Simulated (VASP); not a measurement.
# Sn (Fd-3m) in VASP: a series of runs

Sn is run at these levels: PBE; tasks: single point.

All numbers are computed with VASP 6.6.1; they aren't measurements. Logs are shortened: lines on timing, memory, paths and dates and some standing lists are left out, and cuts for length are marked.

## (1) The cell of the first run

Symmetry: Fd-3m, No. 227, cubic system. Conventional cell: a = 6.467 Å, b = 6.467 Å, c = 6.467 Å, α = 90.00°, β = 90.00°, γ = 90.00°. Within 3.7 Å of Sn (site symmetry -43m) lie 4 Sn at 2.80 Å.

This isn't the form of Sn at room conditions, which is tetragonal (white tin).

## (2) Single point, PBE

File INCAR:

```
PREC = Accurate ; ENCUT = 500
EDIFF = 1E-6 ; ISMEAR = 1
SIGMA = 0.25 ; LREAL = False
LASPH = True ; NELM = 120
ALGO = Normal ; ISIF = 2
LWAVE = False ; LCHARG = True
GGA = PE ; LELF = True
LVHAR = True ; NBANDS = 21
GGA_COMPAT = False
```

File KPOINTS:

```
regular mesh
0
Gamma
  6 6 6
```

File POSCAR:

```
Sn
1.0
    0.0000000000      3.2333430000      3.2333430000
    3.2333430000      0.0000000000      3.2333430000
    3.2333430000      3.2333430000      0.0000000000
Sn
2
Direct
    0.0000000000      0.0000000000      0.0000000000
    0.2500000000      0.2500000000      0.2500000000
```

Potentials or basis: VASP PAW PBE potentials, release 64 (Sn_d).

Launch:

```console
> cat potpaw_PBE.64/Sn_d/POTCAR > POTCAR
> mpirun -np 1 vasp_std > vasp.out
```

OUTCAR:

```text
PREC = Accurate
   ENCUT = 500
   EDIFF = 1E-6
   ISMEAR = 1
   LREAL = False
   LASPH = True
   NELM = 120
   ISIF = 2
   GGA = PE

 ion  position               nearest neighbor table
   1  0.000  0.000  0.000-   2 2.80   2 2.80   2 2.80   2 2.80
   2  0.250  0.250  0.250-   1 2.80   1 2.80   1 2.80   1 2.80

  LATTYP: Found a face centered cubic cell.
 ALAT       =     6.4666860000

  Lattice vectors:

 A1 = (   0.0000000000,   3.2333430000,   3.2333430000)
 A2 = (   3.2333430000,   0.0000000000,   3.2333430000)
 A3 = (   3.2333430000,   3.2333430000,   0.0000000000)

Analysis of symmetry for initial positions (statically):
=====================================================================
 Subroutine PRICEL returns:
 Original cell was already a primitive cell.

 Routine SETGRP: Setting up the symmetry group for a
 face centered cubic supercell.

 Subroutine GETGRP returns: Found 48 space group operations
 (whereof 24 operations were pure point group operations)
 out of a pool of 48 trial point group operations.

The static configuration has the point symmetry T_d .
 The point group associated with its full space group is O_h .

Analysis of symmetry for dynamics (positions and initial velocities):
=====================================================================
 Subroutine PRICEL returns:
 Original cell was already a primitive cell.

 Routine SETGRP: Setting up the symmetry group for a
 face centered cubic supercell.

 Subroutine GETGRP returns: Found 48 space group operations
 (whereof 24 operations were pure point group operations)
 out of a pool of 48 trial point group operations.

The dynamic configuration has the point symmetry T_d .
 The point group associated with its full space group is O_h .

 Subroutine INISYM returns: Found 48 space group operations
 (whereof 24 operations are pure point group operations),
 and found     1 'primitive' translations

----------------------------------------------------------------------------------------

                                     Primitive cell

  volume of cell :      67.6060

  direct lattice vectors                    reciprocal lattice vectors
     0.000000000  3.233343000  3.233343000    -0.154638713  0.154638713  0.154638713
     3.233343000  0.000000000  3.233343000     0.154638713 -0.154638713  0.154638713
     3.233343000  3.233343000  0.000000000     0.154638713  0.154638713 -0.154638713

  length of vectors
     4.572637522  4.572637522  4.572637522     0.267842108  0.267842108  0.267842108

  position of ions in fractional coordinates (direct lattice)
     0.000000000  0.000000000  0.000000000
     0.250000000  0.250000000  0.250000000

  ion indices of the primitive-cell ions
   primitive index   ion index
                 1           1
                 2           2

----------------------------------------------------------------------------------------

 KPOINTS: regular mesh

Automatic generation of k-mesh.
 Grid dimensions read from file:
 generate k-points for:    6    6    6

 Generating k-lattice:

  Cartesian coordinates                     Fractional coordinates (reciprocal lattice)
    -0.025773119  0.025773119  0.025773119     0.166666667  0.000000000  0.000000000
     0.025773119 -0.025773119  0.025773119     0.000000000  0.166666667  0.000000000
     0.025773119  0.025773119 -0.025773119     0.000000000  0.000000000  0.166666667

  Length of vectors
     0.044640351  0.044640351  0.044640351

  Shift w.r.t. Gamma in fractional coordinates (k-lattice)
     0.000000000  0.000000000  0.000000000

 Subroutine IBZKPT returns following result:
 ===========================================

 Found     16 irreducible k-points:

 Following reciprocal coordinates:
            Coordinates               Weight
  0.000000  0.000000  0.000000      1.000000
  0.166667  0.000000  0.000000      8.000000
  0.333333  0.000000  0.000000      8.000000
  0.500000  0.000000  0.000000      4.000000
  0.166667  0.166667  0.000000      6.000000
  0.333333  0.166667  0.000000     24.000000
[... 8 lines left out ...]
 -0.333333  0.333333  0.166667     24.000000
 -0.333333  0.500000  0.166667     12.000000
   k-points           NKPTS =     16   k-points in BZ     NKDIM =     16   number of bands    NBANDS=     21
   number of dos      NEDOS =    301   number of ions     NIONS =      2
   total plane-waves  NPLWV =  46656
   dimension x,y,z NGX =    36 NGY =   36 NGZ =   36
   dimension x,y,z NGXF=    72 NGYF=   72 NGZF=   72
   ions per type =               2
   NGX,Y,Z   is equivalent  to a cutoff of  13.09, 13.09, 13.09 a.u.
   NGXF,Y,Z  is equivalent  to a cutoff of  26.18, 26.18, 26.18 a.u.
 SYSTEM =  unknown system
   PREC   = accura    normal or accurate (medium, high low for compatibility)
   ISTART =      0    job   : 0-new  1-cont  2-samecut
   ICHARG =      2    charge: 1-file 2-atom 10-const
   ISPIN  =      1    spin polarized calculation?
   LNONCOLLINEAR =      F non collinear calculations
   LSORBIT =      F    spin-orbit coupling
   LASPH  =      T    aspherical Exc in radial PAW
   ENCUT  =  500.0 eV  36.75 Ry    6.06 a.u.   8.34  8.34  8.34*2*pi/ulx,y,z
   NELM   =    120;   NELMIN=  2; NELMDL= -5     # of ELM steps
   EDIFF  = 0.1E-05   stopping-criterion for ELM
   LREAL  =      F    real-space projection
   EDIFFG = 0.1E-04   stopping-criterion for IOM
   NSW    =      0    number of steps for IOM
   IBRION =     -1    ionic relax: 0-MD 1-quasi-New 2-CG
   NFREE  =      0    steps in history (QN), initial steepest desc. (CG)
   ISIF   =      2    stress and relaxation
   ISYM   =      2    0-nonsym 1-usesym 2-fastsym
   POTIM  = 0.5000    time-step for ionic-motion
   TEBEG  =    0.0;   TEEND  =   0.0 temperature during run
   PSTRESS=    0.0 pullay stress
   NELECT =      28.0000    total number of electrons
   NUPDOWN=      -1.0000    fix difference up-down
   EMIN   =  10.00;   EMAX   =-10.00  energy-range for DOS
   EFERMI =   0.00;   METHOD = LEGACY
   ISMEAR =     1;   SIGMA  =   0.25  broadening in eV -4-tet -1-fermi 0-gaus
   EFERMI_NEDOS =   21; number of points for ismear=-14 and -15
   IALGO  =     38    algorithm
   IMIX   =      4    mixing-type and parameters
     AMIX     =   0.40;   BMIX     =  1.00
     AMIX_MAG =   1.60;   BMIX_MAG =  1.00
  volume/ion in A,a.u.               =      33.80       228.11
  Fermi-wavevector in a.u.,A,eV,Ry     =   1.220298  2.306028 20.260790  1.489126
  Thomas-Fermi vector in A             =   2.355520
   LORBIT       =      0    0 simple, 1 ext, 2 COOP (PROOUT), +10 PAW based schemes
   GGA     = PE    functional components
   LHFCALC =     F    Hartree Fock is set to
   AEXX    =    0.0000 exact exchange contribution
   IVDW    =     0    specifies the selected vdW correction
   LEPSILON=     F    determine dielectric tensor
   LRPA    =     F    only Hartree local field effects (RPA)
 non-spin polarized calculation
 Methfessel and Paxton  Order N= 1 SIGMA  =   0.25
  energy-cutoff  :      500.00
  volume of cell :       67.61
 maximum number of plane-waves:      1759
 NGX is ok and might be reduce to    36
   NGX = 17   NGY = 17   NGZ = 17

 number of electron      28.0000008 magnetization

 Free energy of the ion-electron system (eV)
  ---------------------------------------------------
  ext. energy  EPLUGINS =         0.00000000
  ---------------------------------------------------
  free energy    TOTEN  =        -7.59176419 eV

  energy without entropy =       -7.59434550  energy(sigma->0) =       -7.59262463

 E-fermi :   5.7110     XC(G=0):  -8.9155

 val. band max:        5.3976202453   @ k =   0.1667   0.0000   0.0000
 cond. band min:       5.7764654333   @ k =   0.5000   0.0000   0.0000
 fundamental gap:      0.3788451880
 Fermi energy:         5.7110219403

 k-point     1 :       0.0000    0.0000    0.0000
  band No.  band energies     occupation
      1     -15.9406      2.00000
      2     -15.9406      2.00000
      3     -15.9406      2.00000
      4     -15.8797      2.00000
      5     -15.8797      2.00000
      6     -15.5618      2.00000
[... 13 lines left out ...]
     20      13.7449      0.00000
     21      13.7449      0.00000

 k-point     2 :       0.1667    0.0000    0.0000
  band No.  band energies     occupation
      1     -15.9573      2.00000
      2     -15.9573      2.00000
      3     -15.9340      2.00000
      4     -15.8553      2.00000
      5     -15.8553      2.00000
      6     -15.5923      2.00000
[... 13 lines left out ...]
     20      12.6775      0.00000
     21      12.6775      0.00000

 k-point     3 :       0.3333    0.0000    0.0000
  band No.  band energies     occupation
      1     -15.9734      2.00000
      2     -15.9734      2.00000
      3     -15.9204      2.00000
      4     -15.8264      2.00000
      5     -15.8264      2.00000
      6     -15.6162      2.00000
[... 13 lines left out ...]
     20      13.1079      0.00000
     21      13.1079      0.00000

 k-point     4 :       0.5000    0.0000    0.0000
  band No.  band energies     occupation
      1     -15.9778      2.00000
      2     -15.9778      2.00000
      3     -15.9132      2.00000
      4     -15.8174      2.00000
      5     -15.8174      2.00000
      6     -15.6225      2.00000
[... 13 lines left out ...]
     20      14.5835      0.00000
     21      14.5835      0.00000

 k-point     5 :       0.1667    0.1667    0.0000
  band No.  band energies     occupation
      1     -15.9554      2.00000
      2     -15.9554      2.00000
      3     -15.9499      2.00000
      4     -15.8573      2.00000
      5     -15.8273      2.00000
      6     -15.6408      2.00000
[... 13 lines left out ...]
     20      12.3892      0.00000
     21      14.0537      0.00000
[... 190 lines left out ...]
     20      15.1606      0.00000
     21      16.2327      0.00000

 k-point    14 :       0.5000    0.3333    0.1667
  band No.  band energies     occupation
      1     -15.9996      2.00000
      2     -15.9939      2.00000
      3     -15.8795      2.00000
      4     -15.7967      2.00000
      5     -15.7483      2.00000
      6     -15.7204      2.00000
[... 13 lines left out ...]
     20      13.8799      0.00000
     21      15.6146      0.00000

 k-point    15 :      -0.3333    0.3333    0.1667
  band No.  band energies     occupation
      1     -16.0139      2.00000
      2     -15.9988      2.00000
      3     -15.8460      2.00000
      4     -15.7695      2.00000
      5     -15.7386      2.00000
      6     -15.7253      2.00000
[... 13 lines left out ...]
     20      15.1543      0.00000
     21      15.4905      0.00000

 k-point    16 :      -0.3333    0.5000    0.1667
  band No.  band energies     occupation
      1     -16.0075      2.00000
      2     -16.0075      2.00000
      3     -15.8139      2.00000
      4     -15.8139      2.00000
      5     -15.7181      2.00000
      6     -15.7181      2.00000
[... 13 lines left out ...]
     20      14.8923      0.00000
     21      16.0543      0.00000

------------------------ aborting loop because EDIFF is reached ----------------------------------------

  FORCE on cell =-STRESS in cart. coord.  units (eV):
  Direction    XX          YY          ZZ          XY          YZ          ZX
  --------------------------------------------------------------------------------------
  -------------------------------------------------------------------------------------
  Total        1.5962345      1.5962345      1.5962345      0.0000000     -0.0000000      0.0000000
  in kB       37.8287473     37.8287473     37.8287473      0.0000000     -0.0000000      0.0000000
  external PRESSURE =      37.8287473 kB  Pullay stress =       0.0000000 kB

 VOLUME and BASIS-vectors are now :
 -----------------------------------------------------------------------------
  energy-cutoff  :      500.00
  volume of cell :       67.61
      direct lattice vectors                 reciprocal lattice vectors
     0.000000000  3.233343000  3.233343000    -0.154638713  0.154638713  0.154638713
     3.233343000  0.000000000  3.233343000     0.154638713 -0.154638713  0.154638713
     3.233343000  3.233343000  0.000000000     0.154638713  0.154638713 -0.154638713

 POSITION                                       TOTAL-FORCE (eV/Angst)
 -----------------------------------------------------------------------------------
      0.00000      0.00000      0.00000        -0.000000     -0.000000     -0.000000
      1.61667      1.61667      1.61667         0.000000      0.000000      0.000000
 -----------------------------------------------------------------------------------
    total drift:                                0.000000      0.000000      0.000000

  FREE ENERGIE OF THE ION-ELECTRON SYSTEM (eV)
  ---------------------------------------------------
  free  energy   TOTEN  =        -7.5917641892 eV

  energy  without entropy=       -7.5943454994  energy(sigma->0) =       -7.59262463
```

Run time: 22 s. Hardware: 1 thread of Intel Xeon 6975P-C (Granite Rapids), shared host; peak memory 0.2 GiB.

Results:

```
Free energy            : -7.5918 eV
Pressure               : 3.8 GPa
Band gap on the k mesh : zero (bands 14 and 15 overlap by 0.07 eV)
```

Levels at points of the mesh, in eV from the Fermi level:
```
           k point  band 12  band 13  band 14  band 15  band 16  band 17
(0.00, 0.00, 0.00)    -0.51     0.14     0.14     0.14     2.21     2.21
(0.50, 0.00, 0.00)    -6.28    -1.08    -1.08     0.07     3.29     3.29
(0.50, 0.50, 0.00)    -7.50    -2.45    -2.45     0.86     0.86     7.85
```

Caveat: the cell stands under pressure; spin-orbit coupling is left out, which moves the levels of the heavy elements.

## (3) Single point, PBE

File INCAR:

```
SYSTEM = Sn
PREC = Accurate
ENCUT = 500
EDIFF = 1E-6
ISMEAR = 1
SIGMA = 0.15
LREAL = .FALSE.
LASPH = .TRUE.
NELM = 120
ALGO = Normal
ISIF = 2
LWAVE = .FALSE.
LCHARG = .FALSE.
GGA = PE
NBANDS = 21
GGA_COMPAT = .FALSE.
```

File KPOINTS:

```
Automatic mesh
0
G
  6 6 6
  0 0 0
```

POSCAR is that of step 2.

Potentials or basis: VASP PAW PBE potentials, release 64 (Sn_d).

Launch:

```console
> cat potpaw_PBE.64/Sn_d/POTCAR > POTCAR
> mpirun -np 1 vasp_std > vasp.out
```

Wall time 20 s (1 thread of Intel Xeon 6975P-C (Granite Rapids), shared host); peak memory 0.2 GiB.

It converged, with:

| Item | Value |
| --- | --- |
| Free energy | -7.5921 eV |
| Pressure | 3.8 GPa |
| Band gap on the k mesh | zero (bands 14 and 15 overlap by 0.07 eV) |

Levels at points of the mesh, in eV from the Fermi level:
```csv
k point,band 10,band 11,band 12,band 13,band 14,band 15,band 16,band 17,band 18,band 19
"(0.00, 0.00, 0.00)",-21.32,-10.69,-0.57,0.08,0.08,0.08,2.15,2.15,2.15,5.02
"(0.50, 0.00, 0.00)",-21.28,-9.04,-6.34,-1.14,-1.14,0.00,3.23,3.23,5.63,8.56
"(0.50, 0.50, 0.00)",-21.25,-7.56,-7.56,-2.51,-2.51,0.80,0.80,7.78,7.78,9.39
```

Caveat: the cell stands under pressure; spin-orbit coupling is left out, which moves the levels of the heavy elements.

(Continued in part 2 of 3.)
